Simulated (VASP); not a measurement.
Input of a VASP 6.6.1 run:

Contents of INCAR:

```
PREC     = Accurate       # precision mode
ENCUT    = 520            # plane-wave cutoff, eV
EDIFF    = 1E-7           # SCF threshold, eV
ISMEAR   = 0              # smearing method
SIGMA    = 0.1            # smearing width, eV
LREAL    = F              # projectors in reciprocal space
LASPH    = T              # aspherical terms in the spheres
NELM     = 100            # most SCF steps
ALGO     = Normal         # electronic algorithm
ISIF     = 2              # what is computed and relaxed
LWAVE    = F              # write WAVECAR
LCHARG   = F              # write CHGCAR
GGA      = PE             # functional
NBANDS   = 31             # bands
```

KPOINTS

```
Automatic mesh
0
Gamma
  4 4 2
```

POSCAR

```
Mg3CdSe4
1.0
    4.0509000600      0.0000000000      0.0000000000
    0.0000000000      4.0509000600      0.0000000000
    0.0000000000      0.0000000000     11.4576756100
Mg Cd Se
3 1 4
Direct
    0.0000000000      0.0000000000      0.7500000000
    0.5000000000      0.5000000000      0.0000000000
    0.0000000000      0.0000000000      0.2500000000
    0.5000000000      0.5000000000      0.5000000000
    0.5000000000      0.0000000000      0.1250000000
    0.0000000000      0.5000000000      0.3750000000
    0.5000000000      0.0000000000      0.6250000000
    0.0000000000      0.5000000000      0.8750000000
```

Potentials or basis: VASP PAW PBE potentials, release 64 (Mg, Cd, Se).

Run with:

```console
$ cat potpaw_PBE.64/Mg/POTCAR potpaw_PBE.64/Cd/POTCAR potpaw_PBE.64/Se/POTCAR > POTCAR
$ mpirun -np 1 vasp_std > vasp.out
```

Question: Estimate the largest force.

Answer: 1.115 eV/Å.

Question: Predict the band gap on the k mesh.

Answer: 2.43 eV.

Question: What does it give for the pressure?

Answer: 10.8 GPa.

Forces on the atoms (eV/Å):
```
Mg   0.000  0.000 -0.006
Mg   0.000  0.000  0.000
Mg   0.000  0.000  0.006
Cd   0.000  0.000  0.000
Se   0.000  0.000  0.010
Se   0.000  0.000 -1.115
Se   0.000  0.000  1.115
Se   0.000  0.000 -0.010
```

Caveat: the cell stands under pressure; forces of over 1 eV/Å act on the atoms, so gaps and moduli don't describe the material at rest.
